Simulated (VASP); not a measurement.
# Al (Fm-3m) in VASP: notebook

Runs on Al. Level: LDA. Tasks: single point.

Everything below comes from runs of VASP 6.6.1. Logs are shortened: lines on timing, memory, paths and dates and some standing lists are left out, and cuts for length are marked.

## (1) The cell of the first run

The structure is cubic, space group Fm-3m (No. 225). Conventional cell: a = 3.984 Å, b = 3.984 Å, c = 3.984 Å, α = 90.00°, β = 90.00°, γ = 90.00°. Within 3.7 Å of Al (site symmetry m-3m) lie 12 Al at 2.82 Å.

## (2) Single point, LDA

INCAR reads:

```
SYSTEM = Al
PREC = Accurate
ENCUT = 520
EDIFF = 1E-6
ISMEAR = 0
SIGMA = 0.1
LREAL = .FALSE.
LASPH = .TRUE.
NELM = 80
ALGO = Normal
ISIF = 2
LWAVE = .FALSE.
LCHARG = .FALSE.
NBANDS = 8
```

KPOINTS reads:

```
Automatic mesh
0
G
  18 18 18
  0 0 0
```

POSCAR reads:

```
Al
1.0
    0.0000000000      1.9918089506      1.9918089506
    1.9918089506      0.0000000000      1.9918089506
    1.9918089506      1.9918089506      0.0000000000
Al
1
Direct
    0.0000000000      0.0000000000      0.0000000000
```

Potentials or basis: VASP PAW LDA potentials, release 64 (Al).

On the command line:

```sh
cat potpaw_LDA.64/Al/POTCAR > POTCAR
mpirun -np 1 vasp_std > vasp.out
```

OUTCAR:

```text
SYSTEM = Al
   PREC = Accurate
   ENCUT = 520
   EDIFF = 1E-6
   ISMEAR = 0
   LREAL = .FALSE.
   LASPH = .TRUE.
   NELM = 80
   ISIF = 2

 ion  position               nearest neighbor table
   1  0.000  0.000  0.000-

  LATTYP: Found a face centered cubic cell.
 ALAT       =     3.9836179012

  Lattice vectors:

 A1 = (   0.0000000000,   1.9918089506,   1.9918089506)
 A2 = (   1.9918089506,   0.0000000000,   1.9918089506)
 A3 = (   1.9918089506,   1.9918089506,   0.0000000000)

Analysis of symmetry for initial positions (statically):
=====================================================================
 Subroutine PRICEL returns:
 Original cell was already a primitive cell.

 Routine SETGRP: Setting up the symmetry group for a
 face centered cubic supercell.

 Subroutine GETGRP returns: Found 48 space group operations
 (whereof 48 operations were pure point group operations)
 out of a pool of 48 trial point group operations.

The static configuration has the point symmetry O_h .

Analysis of symmetry for dynamics (positions and initial velocities):
=====================================================================
 Subroutine PRICEL returns:
 Original cell was already a primitive cell.

 Routine SETGRP: Setting up the symmetry group for a
 face centered cubic supercell.

 Subroutine GETGRP returns: Found 48 space group operations
 (whereof 48 operations were pure point group operations)
 out of a pool of 48 trial point group operations.

The dynamic configuration has the point symmetry O_h .

 Subroutine INISYM returns: Found 48 space group operations
 (whereof 48 operations are pure point group operations),
 and found     1 'primitive' translations

----------------------------------------------------------------------------------------

                                     Primitive cell

  volume of cell :      15.8042

  direct lattice vectors                    reciprocal lattice vectors
     0.000000000  1.991808951  1.991808951    -0.251028092  0.251028092  0.251028092
     1.991808951  0.000000000  1.991808951     0.251028092 -0.251028092  0.251028092
     1.991808951  1.991808951  0.000000000     0.251028092  0.251028092 -0.251028092

  length of vectors
     2.816843232  2.816843232  2.816843232     0.434793409  0.434793409  0.434793409

  position of ions in fractional coordinates (direct lattice)
     0.000000000  0.000000000  0.000000000

  ion indices of the primitive-cell ions
   primitive index   ion index
                 1           1

----------------------------------------------------------------------------------------

 KPOINTS: Automatic mesh

Automatic generation of k-mesh.
 Grid dimensions read from file:
 generate k-points for:   18   18   18

 Generating k-lattice:

  Cartesian coordinates                     Fractional coordinates (reciprocal lattice)
    -0.013946005  0.013946005  0.013946005     0.055555556  0.000000000  0.000000000
     0.013946005 -0.013946005  0.013946005     0.000000000  0.055555556  0.000000000
     0.013946005  0.013946005 -0.013946005     0.000000000  0.000000000  0.055555556

  Length of vectors
     0.024155189  0.024155189  0.024155189

  Shift w.r.t. Gamma in fractional coordinates (k-lattice)
     0.000000000  0.000000000  0.000000000

 Subroutine IBZKPT returns following result:
 ===========================================

 Found    195 irreducible k-points:

 Following reciprocal coordinates:
            Coordinates               Weight
  0.000000  0.000000  0.000000      1.000000
  0.055556  0.000000  0.000000      8.000000
  0.111111  0.000000  0.000000      8.000000
  0.166667  0.000000  0.000000      8.000000
  0.222222  0.000000  0.000000      8.000000
  0.277778  0.000000  0.000000      8.000000
[... 16 lines left out ...]
 -0.277778  0.055556  0.000000     24.000000
 -0.222222  0.055556  0.000000     24.000000
 [... further k-points ...]
   k-points           NKPTS =    195   k-points in BZ     NKDIM =    195   number of bands    NBANDS=      8
   number of dos      NEDOS =    301   number of ions     NIONS =      1
   total plane-waves  NPLWV =  13824
   dimension x,y,z NGX =    24 NGY =   24 NGZ =   24
   dimension x,y,z NGXF=    48 NGYF=   48 NGZF=   48
   ions per type =               1
   NGX,Y,Z   is equivalent  to a cutoff of  14.16, 14.16, 14.16 a.u.
   NGXF,Y,Z  is equivalent  to a cutoff of  28.33, 28.33, 28.33 a.u.
 SYSTEM =  Al
   PREC   = accura    normal or accurate (medium, high low for compatibility)
   ISTART =      0    job   : 0-new  1-cont  2-samecut
   ICHARG =      2    charge: 1-file 2-atom 10-const
   ISPIN  =      1    spin polarized calculation?
   LNONCOLLINEAR =      F non collinear calculations
   LSORBIT =      F    spin-orbit coupling
   LASPH  =      T    aspherical Exc in radial PAW
   ENCUT  =  520.0 eV  38.22 Ry    6.18 a.u.   5.24  5.24  5.24*2*pi/ulx,y,z
   NELM   =     80;   NELMIN=  2; NELMDL= -5     # of ELM steps
   EDIFF  = 0.1E-05   stopping-criterion for ELM
   LREAL  =      F    real-space projection
   EDIFFG = 0.1E-04   stopping-criterion for IOM
   NSW    =      0    number of steps for IOM
   IBRION =     -1    ionic relax: 0-MD 1-quasi-New 2-CG
   NFREE  =      0    steps in history (QN), initial steepest desc. (CG)
   ISIF   =      2    stress and relaxation
   ISYM   =      2    0-nonsym 1-usesym 2-fastsym
   POTIM  = 0.5000    time-step for ionic-motion
   TEBEG  =    0.0;   TEEND  =   0.0 temperature during run
   PSTRESS=    0.0 pullay stress
   NELECT =       3.0000    total number of electrons
   NUPDOWN=      -1.0000    fix difference up-down
   EMIN   =  10.00;   EMAX   =-10.00  energy-range for DOS
   EFERMI =   0.00;   METHOD = LEGACY
   ISMEAR =     0;   SIGMA  =   0.10  broadening in eV -4-tet -1-fermi 0-gaus
   EFERMI_NEDOS =   21; number of points for ismear=-14 and -15
   IALGO  =     38    algorithm
   IMIX   =      4    mixing-type and parameters
     AMIX     =   0.40;   BMIX     =  1.00
     AMIX_MAG =   1.60;   BMIX_MAG =  1.00
  volume/ion in A,a.u.               =      15.80       106.65
  Fermi-wavevector in a.u.,A,eV,Ry     =   0.940858  1.777964 12.044073  0.885214
  Thomas-Fermi vector in A             =   2.068312
   LORBIT       =      0    0 simple, 1 ext, 2 COOP (PROOUT), +10 PAW based schemes
   GGA     = CA    functional components
   LHFCALC =     F    Hartree Fock is set to
   AEXX    =    0.0000 exact exchange contribution
   IVDW    =     0    specifies the selected vdW correction
   LEPSILON=     F    determine dielectric tensor
   LRPA    =     F    only Hartree local field effects (RPA)
 non-spin polarized calculation
 Gauss-broadening in eV      SIGMA  =   0.10
  energy-cutoff  :      520.00
  volume of cell :       15.80
 maximum number of plane-waves:       444
 NGX is ok and might be reduce to    24

 number of electron       3.0000000 magnetization

 Free energy of the ion-electron system (eV)
  ---------------------------------------------------
  ext. energy  EPLUGINS =         0.00000000
  ---------------------------------------------------
  free energy    TOTEN  =        -4.19014928 eV

  energy without entropy =       -4.18716131  energy(sigma->0) =       -4.18865530

 E-fermi :   8.2371     XC(G=0): -10.5040

 val. band max:        8.2189913306   @ k =  -0.2778   0.2778   0.0556
 cond. band min:       8.2440745389   @ k =  -0.4444   0.3333   0.1111
 fundamental gap:      0.0250832084
 Fermi energy:         8.2371078501

 k-point     1 :       0.0000    0.0000    0.0000
  band No.  band energies     occupation
      1      -3.1544      2.00000
      2      21.0520      0.00000
      3      21.0520      0.00000
      4      21.0520      0.00000
      5      22.7072      0.00000
      6      22.7072      0.00000
      7      22.7072      0.00000
      8      25.1743      0.00000

 k-point     2 :       0.0556    0.0000    0.0000
  band No.  band energies     occupation
      1      -3.0683      2.00000
      2      19.5490      0.00000
      3      20.7580      0.00000
      4      20.7580      0.00000
      5      23.1342      0.00000
      6      23.1342      0.00000
      7      23.2790      0.00000
      8      26.0514      0.00000

 k-point     3 :       0.1111    0.0000    0.0000
  band No.  band energies     occupation
      1      -2.8102      2.00000
      2      17.2972      0.00000
      3      20.2572      0.00000
      4      20.2572      0.00000
      5      23.3629      0.00000
      6      24.0032      0.00000
      7      24.0032      0.00000
      8      26.4596      0.00000

 k-point     4 :       0.1667    0.0000    0.0000
  band No.  band energies     occupation
      1      -2.3812      2.00000
      2      15.0206      0.00000
      3      19.8140      0.00000
      4      19.8140      0.00000
      5      23.2079      0.00000
      6      24.5945      0.00000
      7      24.5945      0.00000
      8      25.8298      0.00000

 k-point     5 :       0.2222    0.0000    0.0000
  band No.  band energies     occupation
      1      -1.7829      2.00000
      2      12.8179      0.00000
      3      19.4868      0.00000
      4      19.4868      0.00000
      5      23.0400      0.00000
      6      23.7921      0.00000
      7      23.7921      0.00000
      8      26.8000      0.00000
[... 177 lines left out ...]
 k-point    22 :      -0.3333    0.0556    0.0000
  band No.  band energies     occupation
      1       0.3324      2.00000
      2       8.1911      1.48430
      3      17.5453      0.00000
      4      20.4476      0.00000
      5      20.5246      0.00000
      6      21.9923      0.00000
      7      23.6272      0.00000
      8      26.5740      0.00000

 k-point    23 :      -0.2778    0.0556    0.0000
  band No.  band energies     occupation
      1      -0.6507      2.00000
      2      10.1155      0.00000
      3      17.5630      0.00000
      4      20.4845      0.00000
      5      21.3811      0.00000
      6      22.8726      0.00000
      7      23.5715      0.00000
      8      27.3787      0.00000

 k-point    24 :      -0.2222    0.0556    0.0000
  band No.  band energies     occupation
      1      -1.4706      2.00000
      2      12.1645      0.00000
      3      17.7271      0.00000
      4      20.6209      0.00000
      5      22.3902      0.00000
      6      23.5549      0.00000
      7      23.9361      0.00000
      8      26.1647      0.00000

 [... further k-points ...]

------------------------ aborting loop because EDIFF is reached ----------------------------------------

  FORCE on cell =-STRESS in cart. coord.  units (eV):
  Direction    XX          YY          ZZ          XY          YZ          ZX
  --------------------------------------------------------------------------------------
  -------------------------------------------------------------------------------------
  Total        0.0068962      0.0068962      0.0068962     -0.0000000     -0.0000000      0.0000000
  in kB        0.6991106      0.6991106      0.6991106     -0.0000000     -0.0000000      0.0000000
  external PRESSURE =       0.6991106 kB  Pullay stress =       0.0000000 kB

 VOLUME and BASIS-vectors are now :
 -----------------------------------------------------------------------------
  energy-cutoff  :      520.00
  volume of cell :       15.80
      direct lattice vectors                 reciprocal lattice vectors
     0.000000000  1.991808951  1.991808951    -0.251028092  0.251028092  0.251028092
     1.991808951  0.000000000  1.991808951     0.251028092 -0.251028092  0.251028092
     1.991808951  1.991808951  0.000000000     0.251028092  0.251028092 -0.251028092

 POSITION                                       TOTAL-FORCE (eV/Angst)
 -----------------------------------------------------------------------------------
      0.00000      0.00000      0.00000         0.000000      0.000000      0.000000
 -----------------------------------------------------------------------------------
    total drift:                               -0.000000     -0.000000     -0.000000

  FREE ENERGIE OF THE ION-ELECTRON SYSTEM (eV)
  ---------------------------------------------------
  free  energy   TOTEN  =        -4.1901492833 eV

  energy  without entropy=       -4.1871613113  energy(sigma->0) =       -4.18865530
```

Wall time 12 s (1 thread of AMD EPYC 9R14 (Zen 4), shared host); peak memory 0.1 GiB.

Results:

| Quantity | Value |
| --- | --- |
| Free energy | -4.1901 eV |
| Pressure | 0.1 GPa |

## (3) Single point, LDA

This run uses another cell than the first one: it holds 8 atoms, not 1.

INCAR reads:

```
SYSTEM = Al
PREC = Accurate ; ENCUT = 520
EDIFF = 1E-6 ; ISMEAR = 0
SIGMA = 0.15 ; LREAL = .FALSE.
LASPH = .TRUE. ; NELM = 60
ALGO = Normal ; ISIF = 2
LWAVE = .FALSE. ; LCHARG = .FALSE.
NBANDS = 22
```

KPOINTS reads:

```
regular mesh
0
G
  8 8 8
  0 0 0
```

POSCAR reads:

```
Al
1.0
    0.0000000000      3.9836179012     -3.9836179012
   -3.9836179012      0.0000000000     -3.9836179012
   -3.9836179012      3.9836179012      0.0000000000
Al
8
Direct
    0.5000000000      0.5000000000      0.0000000000
    0.0000000000      0.5000000000      0.0000000000
    0.5000000000      0.0000000000      0.0000000000
    0.0000000000      0.0000000000      0.0000000000
    0.5000000000      0.5000000000      0.5000000000
    0.0000000000      0.5000000000      0.5000000000
    0.5000000000      0.0000000000      0.5000000000
    0.0000000000      0.0000000000      0.5000000000
```

Potentials or basis: VASP PAW LDA potentials, release 64 (Al).

On the command line:

```sh
cat potpaw_LDA.64/Al/POTCAR > POTCAR
mpirun -np 1 vasp_std > vasp.out
```

Run time: 37 s. Hardware: 1 thread of AMD EPYC 9R14 (Zen 4), shared host; peak memory 0.19 GiB.

It converged, with:

- Free energy: -33.5902 eV
- Pressure: 0.1 GPa
- Band gap on the k mesh: zero (band 12 reaches 9.20 eV, above the bottom of band 13 at 6.62 eV)

Levels at points of the mesh, in eV from the Fermi level:
| k point | band 8 | band 9 | band 10 | band 11 | band 12 | band 13 | band 14 | band 15 | band 16 | band 17 |
| --- | --- | --- | --- | --- | --- | --- | --- | --- | --- | --- |
| (0.00, 0.00, 0.00) | -4.49 | -4.49 | -3.04 | -3.04 | -3.04 | -1.66 | -1.66 | -1.66 | 5.27 | 5.27 |
| (0.50, 0.00, 0.00) | -5.20 | -0.81 | -0.81 | -0.81 | -0.81 | -0.81 | -0.81 | 3.47 | 3.47 | 3.71 |
| (0.50, 0.50, 0.00) | -0.92 | -0.92 | -0.92 | 0.10 | 0.10 | 1.20 | 1.20 | 1.21 | 1.21 | 1.21 |

(Continued in part 2 of 2.)
